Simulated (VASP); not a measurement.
Crystal: ZnS.

```
Zn S
1.0
     0.00000    2.69368    2.69368
     2.69368    0.00000    2.69368
     2.69368    2.69368    0.00000
Zn S
1 1
Cartesian
  0.0000 0.0000 0.0000
  1.3468 1.3468 1.3468
```

```yaml
Program: VASP 6.6.1
Task: relaxation of cell and atoms
Functional: PBE
Potentials_or_basis: VASP PAW PBE potentials, release 64 (Zn, S)
Cutoff: 600 eV
k_mesh: 8 × 8 × 8
Occupations: gaussian, width 0.02 eV
Spin: no spin polarisation
```

At the start: pressure 2.5 GPa; volume 19.55 Å³/atom.

Q: Where does the relaxation end?

A: Over 3 steps the energy falls by 4.9 meV/atom and the volume is 20.20 Å³/atom (+3.4 %); space group F-43m (No. 216, to 0.05 Å).

Step by step:
| step | energy change (eV) | largest force (eV/Å) | pressure (GPa) | volume (Å³) |
| --- | --- | --- | --- | --- |
| 1 | 0.0000 | 0.0000 | 2.49 | 39.09 |
| 2 | -0.0089 | 0.0000 | -0.71 | 40.83 |
| 3 | -0.0099 | 0.0000 | 0.01 | 40.40 |

Final structure:
```
CELL_PARAMETERS angstrom
0.00000 2.72354 2.72354
2.72354 0.00000 2.72354
2.72354 2.72354 0.00000
ATOMIC_POSITIONS crystal
Zn 0.00000 0.00000 0.00000
S 0.25000 0.25000 0.25000
```
